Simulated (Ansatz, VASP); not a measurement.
**One calculation of CdS, two programs**

```xyz
2
Lattice="0.0000 2.9165 2.9457 2.9165 0.0000 2.9457 2.9165 2.9165 0.0000" Properties=species:S:1:pos:R:3 pbc="T T T"
Cd    0.0000    0.0000    0.0000
S     1.4583    1.4583    1.4728
```

Change from the starting cell: z stretched by +1 %, ions relaxed.

Alike in both runs: task relaxation of the atoms; functional PBE; k mesh 13 × 13 × 13; occupations fermi-dirac, width 0.02 eV; no spin polarisation.

|  | VASP | Ansatz |
| --- | --- | --- |
| version | VASP 6.6.1 | Ansatz 0.2.0 |
| potentials or method | VASP PAW PBE potentials, release 64 (Cd, S) | plane-wave PAW, scalar-relativistic |
| plane-wave cutoff (eV) | 520 | 420 |
| valence electrons in the cell | 18 | 26 |

Ansatz gave:

- gap on the k mesh at the Fermi level, each at its own relaxed structure (eV): 1.11

Question: What did VASP give for the same quantities?

Answer: gap on the k mesh at the Fermi level, each at its own relaxed structure (eV): 1.12.

VASP's potentials hold 18 valence electrons a cell and Ansatz's 26, so a difference there can come from the potentials and not from the codes. Ansatz's warnings: stress scf threshold loose.

Noted on VASP's run: the relaxation stopped at its first step, so nothing moved.
